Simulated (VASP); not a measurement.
Here is a VASP 6.6.1 calculation.

The input INCAR:

```
SYSTEM = Ca
ALGO = Fast ; EDIFF = 1E-6
ENCUT = 520 ; GGA = PE
ISIF = 2 ; ISMEAR = 0
LASPH = .TRUE. ; LCHARG = .TRUE.
LELF = .TRUE. ; LREAL = .FALSE.
LVHAR = .TRUE. ; LWAVE = .FALSE.
NBANDS = 11 ; NELM = 60
PREC = Accurate ; SIGMA = 0.15
```

File KPOINTS:

```
k-points
0
G
  16 16 16
  0 0 0
```

POSCAR

```
Ca
1.0
   -2.2052049036      2.2052049036      2.2510176802
    2.2052049036     -2.2052049036      2.2510176802
    2.2052049036      2.2052049036     -2.2510176802
Ca
1
Direct
    0.5000000000      0.5000000000      0.0000000000
```

Potentials or basis: VASP PAW PBE potentials, release 64 (Ca_sv).

Run with:

```bash
$ cat potpaw_PBE.64/Ca_sv/POTCAR > POTCAR
$ mpirun -np 1 vasp_std > vasp.out
```

(1) Predict the band gap on the k mesh.

(2) Predict the pressure.

## Answers

(1) zero (band 5 reaches 2.19 eV, above the bottom of band 6 at 1.79 eV).

(2) -0.6 GPa.

Caveat: the cell differs from its parent crystal (strain +0.000 along x and y, +0.025 along z).
